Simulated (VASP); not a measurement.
A run of VASP 6.6.1 is set up as follows.

The input INCAR:

```
PREC = Accurate ; ENCUT = 520
EDIFF = 1E-6 ; ISMEAR = 0
SIGMA = 0.1 ; LREAL = F
LASPH = T ; NELM = 60
ALGO = Normal ; ISIF = 2
LWAVE = F ; LCHARG = F
GGA = PE ; NBANDS = 22
```

File KPOINTS:

```
Automatic mesh
0
Gamma
  6 6 6
```

The input POSCAR:

```
CaC
1.0
    1.9908367724     -5.0513399459      0.0000000000
    1.9908367724      5.0513399459      0.0000000000
    0.0000000000      0.0000000000      3.8559469063
Ca C
2 2
Direct
    0.8620000000      0.1380000000      0.7500000000
    0.1380000000      0.8620000000      0.2500000000
    0.5830000000      0.4170000000      0.7500000000
    0.4170000000      0.5830000000      0.2500000000
```

Potentials or basis: VASP PAW PBE potentials, release 64 (Ca_sv, C).

The run is started by

```bash
$ cat potpaw_PBE.64/Ca_sv/POTCAR potpaw_PBE.64/C/POTCAR > POTCAR
$ mpirun -np 1 vasp_std > vasp.out
```

Problem. What does it give for the band gap on the k mesh?

Solution. Zero (bands 14 and 15 overlap by 0.92 eV).

Problem. Estimate the pressure.

Solution. -12.5 GPa.

Problem. Estimate the largest force.

Solution. 1.017 eV/Å.

Stress tensor (GPa, compression positive):
```
 -9.50   0.00   0.00
  0.00 -14.38   0.00
  0.00   0.00 -13.74
```

Caveat: the cell stands under tension; forces of over 1 eV/Å act on the atoms, so gaps and moduli don't describe the material at rest.
